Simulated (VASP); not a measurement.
Write the native input for VASP 6.6.1 that does the following.

```yaml
Task: single point
Functional: PBE
Potentials_or_basis: VASP PAW PBE potentials, release 64 (Sr_sv, Cl)
Cutoff: 520 eV
k_mesh: 5 × 5 × 5
Occupations: gaussian, width 0.02 eV
Spin: no spin polarisation
Dipole_correction: no
Further_INCAR_settings: ALGO = Normal; EDIFF = 1e-06; NBANDS = 19
```

The structure of SrCl2 lies in POSCAR:

```
SrCl2
1.0
    0.0116278333      3.4883500000      3.4883500000
    3.4883500000      0.0116278333      3.4883500000
    3.4999778333      3.4999778333      0.0000000000
Sr Cl
1 2
Direct
    0.0000000000      0.0000000000      0.0000000000
    0.2500000000      0.2500000000      0.2500000000
    0.7500000000      0.7500000000      0.7500000000
```

The input as run:

INCAR

```
PREC = Accurate
ENCUT = 520
EDIFF = 1E-6
ISMEAR = 0
SIGMA = 0.02
LREAL = False
LASPH = True
NELM = 60
ALGO = Normal
ISIF = 2
LWAVE = False
LCHARG = True
GGA = PE
LELF = True
LVHAR = True
NBANDS = 19
```

KPOINTS

```
regular mesh
0
Gamma
  5 5 5
```

Potentials or basis: VASP PAW PBE potentials, release 64 (Sr_sv, Cl).

Command:

```console
$ cat potpaw_PBE.64/Sr_sv/POTCAR potpaw_PBE.64/Cl/POTCAR > POTCAR
$ mpirun -np 1 vasp_std > vasp.out
```

Results of the run:

- Pressure: 1.1 GPa
- Largest force: 0.017 eV/Å
- Band gap on the k mesh: 5.41 eV, indirect (least direct gap 5.67 eV)

Wall time 39 s on 1 thread of Intel(R) Xeon(R) Platinum 8488C (Sapphire Rapids), on a shared host, peak memory 0.24 GiB.
